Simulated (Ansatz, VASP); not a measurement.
# Sn: VASP beside Ansatz

```
Sn
1.0
     0.00000    3.74677    2.43540
     3.74677    0.00000    2.43540
     3.74677    3.74677    0.00000
Sn
2
Direct
  0.50000 0.50000 0.50000
  0.75000 0.75000 0.75000
```

Alike in both runs: task single point; functional PBE; k mesh 14 × 14 × 14; occupations gaussian, width 0.15 eV; no spin polarisation.

|  | VASP | Ansatz |
| --- | --- | --- |
| version | VASP 6.6.1 | Ansatz 0.2.0 |
| potentials or method | VASP PAW PBE potentials, release 64 (Sn_d), cutoff 520 eV | scalar-relativistic, plane waves, PAW |
| valence electrons in the cell | 28 | 28 |

```csv
,VASP,Ansatz,Ansatz less VASP
gap on the k mesh at the Fermi level (eV),none,none,-
pressure (GPa),0.2,0.3,+0.09
"traceless stress, the component that is largest in VASP (GPa)",1.56,1.55,-0.005
```

A gap of «none» marks a metal or a gap that the smearing closes.
